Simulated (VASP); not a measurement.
# MgH2 (P4/mmm) in VASP: further runs

Runs on MgH2. Level: PBE. Tasks: relaxation of cell and atoms.

Program: VASP 6.6.1. These are calculated values, not measurements. Logs are shortened: lines on timing, memory, paths and dates and some standing lists are left out, and cuts for length are marked.

### 1 The cell of the first run

It takes space group P4/mmm (No. 123, tetragonal). The conventional cell has a = 4.068 Å, b = 4.068 Å, c = 2.876 Å, α = 90.00°, β = 90.00°, γ = 90.00°. Mg (site symmetry 4/mmm) has 8 H at 2.49 Å and 2 Mg at 2.88 Å within 3.3 Å. Within 3.3 Å of H (site symmetry mmm) lie 4 Mg at 2.49 Å and 6 H at 2.88 Å.

### 2 Relaxation of cell and atoms, PBE (atoms taken out)

Contents of INCAR:

```
SYSTEM = MgH2
PREC = Accurate ; ENCUT = 600
EDIFF = 1E-6 ; ISMEAR = 0
SIGMA = 0.1 ; LREAL = .False.
LASPH = .True. ; NELM = 80
ALGO = Normal ; ISIF = 3
LWAVE = .False. ; LCHARG = .False.
GGA = PE ; IBRION = 2
NSW = 90 ; EDIFFG = -0.04
```

Contents of KPOINTS:

```
Automatic mesh
0
Gamma
  4 4 6
  0 0 0
```

Contents of POSCAR:

```
MgH2
1.0
    4.0677859700      0.0000000000      0.0000000000
    0.0000000000      4.0677859700      0.0000000000
    0.0000000000      0.0000000000      2.8763590400
Mg H
1 2
Direct
    0.0000000000      0.0000000000      0.0000000000
    0.5000000000      0.0000000000      0.5000000000
    0.0000000000      0.5000000000      0.5000000000
```

Potentials or basis: VASP PAW PBE potentials, release 64 (Mg, H).

Command:

```sh
> cat potpaw_PBE.64/Mg/POTCAR potpaw_PBE.64/H/POTCAR > POTCAR
> mpirun -np 1 vasp_std > vasp.out
```

OUTCAR:

```text
SYSTEM = MgH2
   PREC = Accurate
   ENCUT = 600
   EDIFF = 1E-6
   ISMEAR = 0
   LREAL = .False.
   LASPH = .True.
   NELM = 80
   ISIF = 3
   GGA = PE
   IBRION = 2
   NSW = 90
   EDIFFG = -0.04

 ion  position               nearest neighbor table
   1  0.000  0.000  0.000-
   2  0.500  0.000  0.500-
   3  0.000  0.500  0.500-

  LATTYP: Found a simple tetragonal cell.
 ALAT       =     4.0677859700
 C/A-ratio  =     0.7071067803

  Lattice vectors:

 A1 = (   4.0677859700,   0.0000000000,   0.0000000000)
 A2 = (   0.0000000000,   4.0677859700,   0.0000000000)
 A3 = (   0.0000000000,   0.0000000000,   2.8763590400)

Analysis of symmetry for initial positions (statically):
=====================================================================
 Subroutine PRICEL returns:
 Original cell was already a primitive cell.

 Routine SETGRP: Setting up the symmetry group for a
 simple tetragonal supercell.

 Subroutine GETGRP returns: Found 16 space group operations
 (whereof 16 operations were pure point group operations)
 out of a pool of 16 trial point group operations.

The static configuration has the point symmetry D_4h.

Analysis of symmetry for dynamics (positions and initial velocities):
=====================================================================
 Subroutine PRICEL returns:
 Original cell was already a primitive cell.

 Routine SETGRP: Setting up the symmetry group for a
 simple tetragonal supercell.

 Subroutine GETGRP returns: Found 16 space group operations
 (whereof 16 operations were pure point group operations)
 out of a pool of 16 trial point group operations.

The dynamic configuration has the point symmetry D_4h.

 Subroutine INISYM returns: Found 16 space group operations
 (whereof 16 operations are pure point group operations),
 and found     1 'primitive' translations

----------------------------------------------------------------------------------------

                                     Primitive cell

  volume of cell :      47.5948

  direct lattice vectors                    reciprocal lattice vectors
     4.067785970  0.000000000  0.000000000     0.245833976  0.000000000  0.000000000
     0.000000000  4.067785970  0.000000000     0.000000000  0.245833976  0.000000000
     0.000000000  0.000000000  2.876359040     0.000000000  0.000000000  0.347661744

  length of vectors
     4.067785970  4.067785970  2.876359040     0.245833976  0.245833976  0.347661744

  position of ions in fractional coordinates (direct lattice)
     0.000000000  0.000000000  0.000000000
     0.500000000  0.000000000  0.500000000
     0.000000000  0.500000000  0.500000000

  ion indices of the primitive-cell ions
   primitive index   ion index
                 1           1
                 2           2
                 3           3

----------------------------------------------------------------------------------------

 KPOINTS: Automatic mesh

Automatic generation of k-mesh.
 Grid dimensions read from file:
 generate k-points for:    4    4    6

 Generating k-lattice:

  Cartesian coordinates                     Fractional coordinates (reciprocal lattice)
     0.061458494  0.000000000  0.000000000     0.250000000  0.000000000  0.000000000
     0.000000000  0.061458494  0.000000000     0.000000000  0.250000000  0.000000000
     0.000000000  0.000000000  0.057943624     0.000000000  0.000000000  0.166666667

  Length of vectors
     0.061458494  0.061458494  0.057943624

  Shift w.r.t. Gamma in fractional coordinates (k-lattice)
     0.000000000  0.000000000  0.000000000

 Subroutine IBZKPT returns following result:
 ===========================================

 Found     24 irreducible k-points:

 Following reciprocal coordinates:
            Coordinates               Weight
  0.000000  0.000000  0.000000      1.000000
  0.250000  0.000000  0.000000      4.000000
  0.500000  0.000000  0.000000      2.000000
  0.250000  0.250000  0.000000      4.000000
  0.500000  0.250000  0.000000      4.000000
  0.500000  0.500000  0.000000      1.000000
[... 16 lines left out ...]
  0.500000  0.250000  0.500000      4.000000
  0.500000  0.500000  0.500000      1.000000
   k-points           NKPTS =     24   k-points in BZ     NKDIM =     24   number of bands    NBANDS=      6
   number of dos      NEDOS =    301   number of ions     NIONS =      3
   total plane-waves  NPLWV =  24576
   dimension x,y,z NGX =    32 NGY =   32 NGZ =   24
   dimension x,y,z NGXF=    64 NGYF=   64 NGZF=   48
   ions per type =               1   2
   NGX,Y,Z   is equivalent  to a cutoff of  13.08, 13.08, 13.87 a.u.
   NGXF,Y,Z  is equivalent  to a cutoff of  26.16, 26.16, 27.74 a.u.
 SYSTEM =  MgH2
   PREC   = accura    normal or accurate (medium, high low for compatibility)
   ISTART =      0    job   : 0-new  1-cont  2-samecut
   ICHARG =      2    charge: 1-file 2-atom 10-const
   ISPIN  =      1    spin polarized calculation?
   LNONCOLLINEAR =      F non collinear calculations
   LSORBIT =      F    spin-orbit coupling
   LASPH  =      T    aspherical Exc in radial PAW
   ENCUT  =  600.0 eV  44.10 Ry    6.64 a.u.   8.12  8.12  5.74*2*pi/ulx,y,z
   NELM   =     80;   NELMIN=  2; NELMDL= -5     # of ELM steps
   EDIFF  = 0.1E-05   stopping-criterion for ELM
   LREAL  =      F    real-space projection
   EDIFFG = -.4E-01   stopping-criterion for IOM
   NSW    =     90    number of steps for IOM
   IBRION =      2    ionic relax: 0-MD 1-quasi-New 2-CG
   NFREE  =      1    steps in history (QN), initial steepest desc. (CG)
   ISIF   =      3    stress and relaxation
   ISYM   =      2    0-nonsym 1-usesym 2-fastsym
   POTIM  = 0.5000    time-step for ionic-motion
   TEBEG  =    0.0;   TEEND  =   0.0 temperature during run
   PSTRESS=    0.0 pullay stress
   NELECT =       4.0000    total number of electrons
   NUPDOWN=      -1.0000    fix difference up-down
   EMIN   =  10.00;   EMAX   =-10.00  energy-range for DOS
   EFERMI =   0.00;   METHOD = LEGACY
   ISMEAR =     0;   SIGMA  =   0.10  broadening in eV -4-tet -1-fermi 0-gaus
   EFERMI_NEDOS =   21; number of points for ismear=-14 and -15
   IALGO  =     38    algorithm
   IMIX   =      4    mixing-type and parameters
     AMIX     =   0.40;   BMIX     =  1.00
     AMIX_MAG =   1.60;   BMIX_MAG =  1.00
  volume/ion in A,a.u.               =      15.86       107.06
  Fermi-wavevector in a.u.,A,eV,Ry     =   0.717092  1.355108  6.996407  0.514221
  Thomas-Fermi vector in A             =   1.805683
   LORBIT       =      0    0 simple, 1 ext, 2 COOP (PROOUT), +10 PAW based schemes
   GGA     = PE    functional components
   LHFCALC =     F    Hartree Fock is set to
   AEXX    =    0.0000 exact exchange contribution
   IVDW    =     0    specifies the selected vdW correction
   LEPSILON=     F    determine dielectric tensor
   LRPA    =     F    only Hartree local field effects (RPA)
 conjugate gradient relaxation of ions
 non-spin polarized calculation
 Gauss-broadening in eV      SIGMA  =   0.10
  energy-cutoff  :      600.00
  volume of cell :       47.59
 maximum number of plane-waves:      1644
   NGX = 17   NGY = 17   NGZ = 11

--------------------------------------- Ionic step        1  -------------------------------------------

 number of electron       4.0000001 magnetization

 Free energy of the ion-electron system (eV)
  ---------------------------------------------------
  ext. energy  EPLUGINS =         0.00000000
  ---------------------------------------------------
  free energy    TOTEN  =        -6.96977090 eV

  energy without entropy =       -6.96856508  energy(sigma->0) =       -6.96916799

 E-fermi :  -0.5070     XC(G=0):  -7.0708

 val. band max:       -0.6211597578   @ k =   0.2500   0.0000   0.5000
 cond. band min:      -0.4166289399   @ k =   0.0000   0.0000   0.3333
 fundamental gap:      0.2045308178
 Fermi energy:        -0.5069776158

 k-point     1 :       0.0000    0.0000    0.0000
  band No.  band energies     occupation
      1      -6.7848      2.00000
      2      -1.6093      2.00000
      3       3.4762      0.00000
      4       3.4762      0.00000
      5       4.5581      0.00000
      6       8.6136      0.00000

 k-point     2 :       0.2500    0.0000    0.0000
  band No.  band energies     occupation
      1      -6.3018      2.00000
      2      -2.6890      2.00000
      3       2.4228      0.00000
      4       3.8797      0.00000
      5       6.8234      0.00000
      6       8.6390      0.00000
[... 440 lines left out ...]
 POSITION                                       TOTAL-FORCE (eV/Angst)
 -----------------------------------------------------------------------------------
      0.00000      0.00000      0.00000         0.000000      0.000000      0.000000
      1.63775      0.00000      1.33447         0.000000      0.000000      0.000000
      0.00000      1.63775      1.33447         0.000000      0.000000      0.000000
 -----------------------------------------------------------------------------------
    total drift:                               -0.000000      0.000000     -0.000000

  FREE ENERGIE OF THE ION-ELECTRON SYSTEM (eV)
  ---------------------------------------------------
  free  energy   TOTEN  =        -7.9514167657 eV

  energy  without entropy=       -7.9484291237  energy(sigma->0) =       -7.94992294

--------------------------------------- Ionic step        8  -------------------------------------------

 number of electron       4.0000001 magnetization

 Free energy of the ion-electron system (eV)
  ---------------------------------------------------
  ext. energy  EPLUGINS =         0.00000000
  ---------------------------------------------------
  free energy    TOTEN  =        -7.95166782 eV

  energy without entropy =       -7.94904595  energy(sigma->0) =       -7.95035689

 E-fermi :   1.9750     XC(G=0):  -8.7107

 val. band max:        1.8516772616   @ k =   0.2500   0.0000   0.5000
 cond. band min:       2.0155795542   @ k =   0.2500   0.0000   0.5000
 fundamental gap:      0.1639022926
 Fermi energy:         1.9749807017

 k-point     1 :       0.0000    0.0000    0.0000
  band No.  band energies     occupation
      1      -7.0486      2.00000
      2       1.2627      2.00000
      3       8.2454      0.00000
      4       8.2454      0.00000
      5      10.2372      0.00000
      6      13.7258      0.00000

 k-point     2 :       0.2500    0.0000    0.0000
  band No.  band energies     occupation
      1      -6.2530      2.00000
      2      -0.6501      2.00000
      3       7.5069      0.00000
      4       8.9912      0.00000
      5      12.6897      0.00000
      6      14.2104      0.00000
[... 218 lines left out ...]
 POSITION                                       TOTAL-FORCE (eV/Angst)
 -----------------------------------------------------------------------------------
      0.00000      0.00000      0.00000         0.000000      0.000000      0.000000
      1.63826      0.00000      1.33005         0.000000      0.000000      0.000000
      0.00000      1.63826      1.33005         0.000000      0.000000      0.000000
 -----------------------------------------------------------------------------------
    total drift:                                0.000000      0.000000     -0.000000

  FREE ENERGIE OF THE ION-ELECTRON SYSTEM (eV)
  ---------------------------------------------------
  free  energy   TOTEN  =        -7.9516678235 eV

  energy  without entropy=       -7.9490459538  energy(sigma->0) =       -7.95035689

 reached required accuracy - stopping structural energy minimisation
```

Run time: 19 s. Hardware: 1 thread of Intel Xeon Platinum 8488C (Sapphire Rapids), shared host; peak memory 0.17 GiB.

What came out:

| Property | Result |
| --- | --- |
| Free energy | -7.9517 eV |
| Relaxed volume | 9.52 Å³/atom |
| Relaxed cell | a = 3.277 Å, b = 3.277 Å, c = 2.660 Å, α = 90.00°, β = 90.00°, γ = 90.00° |
| Space group after relaxing (to 0.1 Å) | P4/mmm (No. 123) |
| Energy gained by relaxing | 327.3 meV/atom |
| Ionic steps | 8 |
| Pressure after relaxing | 0.3 GPa |
| Band gap on the k mesh | zero (bands 2 and 3 overlap by 1.20 eV) |

The path:
| step | energy change (eV) | largest force (eV/Å) | pressure (GPa) | volume (Å³) |
| --- | --- | --- | --- | --- |
| 1 | 0.0000 | 0.0000 | -10.23 | 47.59 |
| 2 | -0.4801 | 0.0000 | -9.41 | 40.92 |
| 3 | -0.8366 | 0.0000 | 10.15 | 24.42 |
| 4 | -0.9662 | 0.0000 | -2.80 | 30.47 |
| 5 | -0.9776 | 0.0000 | -1.15 | 29.25 |
| 6 | -0.9781 | 0.0000 | -0.57 | 28.89 |
| 7 | -0.9816 | 0.0000 | 0.10 | 28.63 |
| 8 | -0.9819 | 0.0000 | 0.31 | 28.56 |

Final structure:
```yaml
crystal:
  lattice:
    - [3.27653, 0.00000, 0.00000]
    - [0.00000, 3.27653, 0.00000]
    - [0.00000, 0.00000, 2.66011]
  atoms:
    - { symbol: Mg, position: [0.00000, 0.00000, 0.00000] }
    - { symbol: H, position: [0.50000, 0.00000, 0.50000] }
    - { symbol: H, position: [0.00000, 0.50000, 0.50000] }
```

Caveat: the k points lie up to 0.48 Å⁻¹ apart in the final cell, too coarse for converged energies and pressures of a metal; the cell differs from its parent crystal (atoms taken out); the volume moved by over 15 % at a fixed basis, so the end points are rough.

### 3 Relaxation of cell and atoms, PBE (atoms taken out)

Contents of INCAR:

```
PREC = Accurate
ENCUT = 600
EDIFF = 1E-6
ISMEAR = 0
SIGMA = 0.1
LREAL = False
LASPH = True
NELM = 60
ALGO = Normal
ISIF = 3
LWAVE = False
LCHARG = False
GGA = PE
IBRION = 2
NSW = 90
EDIFFG = -0.04
```

Contents of KPOINTS:

```
Automatic mesh
0
Gamma
  6 6 6
```

Contents of POSCAR:

```
MgH2
1.0
    3.3047488680      0.0000000000      0.0000000000
    0.0000000000      3.3047488680      0.0000000000
    0.0000000000      0.0000000000      2.6551726308
Mg H
1 2
Direct
    0.0000000000      0.0000000000      0.0000000000
    0.5000000000      0.0000000000      0.5000000000
    0.0000000000      0.5000000000      0.5000000000
```

Potentials or basis: VASP PAW PBE potentials, release 64 (Mg, H).

Command:

```sh
> cat potpaw_PBE.64/Mg/POTCAR potpaw_PBE.64/H/POTCAR > POTCAR
> mpirun -np 1 vasp_std > vasp.out
```

Run time: 9.2 s. Hardware: 1 thread of Intel Xeon Platinum 8488C (Sapphire Rapids), shared host; peak memory 0.16 GiB.

It converged, with:

| Item | Value |
| --- | --- |
| Free energy | -7.9587 eV |
| Relaxed volume | 9.60 Å³/atom |
| Relaxed cell | a = 3.276 Å, b = 3.276 Å, c = 2.684 Å, α = 90.00°, β = 90.00°, γ = 90.00° |
| Space group after relaxing (to 0.1 Å) | P4/mmm (No. 123) |
| Energy gained by relaxing | 1.9 meV/atom |
| Ionic steps | 3 |
| Pressure after relaxing | -0.5 GPa |
| Band gap on the k mesh | zero (bands 2 and 3 overlap by 1.15 eV) |

The path:
```
step  energy change (eV)  largest force (eV/Å)  pressure (GPa)  volume (Å³)
   1              0.0000                0.0000           -0.46        29.00
   2             -0.0048                0.0000           -0.49        28.88
   3             -0.0058                0.0000           -0.47        28.80
```

Final structure:
```cif
data_structure
_symmetry_space_group_name_H-M 'P 1'
_symmetry_Int_Tables_number 1
_cell_length_a 3.2758
_cell_length_b 3.2758
_cell_length_c 2.6841
_cell_angle_alpha 90.000
_cell_angle_beta 90.000
_cell_angle_gamma 90.000
_cell_volume 28.80
loop_
_atom_site_label
_atom_site_type_symbol
_atom_site_fract_x
_atom_site_fract_y
_atom_site_fract_z
_atom_site_occupancy
Mg1 Mg 0.00000 0.00000 0.00000 1
H1 H 0.50000 0.00000 0.50000 1
H2 H 0.00000 0.50000 0.50000 1
```

Levels at points of the mesh, in eV from the Fermi level:
| k point | band 1 | band 2 | band 3 | band 4 | band 5 |
| --- | --- | --- | --- | --- | --- |
| (0.00, 0.00, 0.00) | -9.15 | -0.83 | 6.16 | 6.16 | 8.06 |
| (0.50, 0.00, 0.00) | -6.38 | -5.67 | 6.59 | 8.34 | 8.59 |
| (0.50, 0.50, 0.00) | -4.51 | -4.51 | -0.50 | 1.93 | 14.63 |
| (0.00, 0.00, 0.50) | -6.06 | -1.05 | 1.39 | 9.33 | 9.56 |
| (0.50, 0.00, 0.50) | -3.55 | -2.97 | 2.26 | 2.32 | 8.91 |
| (0.50, 0.50, 0.50) | -2.19 | -2.19 | 2.52 | 4.36 | 4.36 |

Caveat: the k points lie up to 0.39 Å⁻¹ apart in the final cell, too coarse for converged energies and pressures of a metal; the cell differs from its parent crystal (atoms taken out).
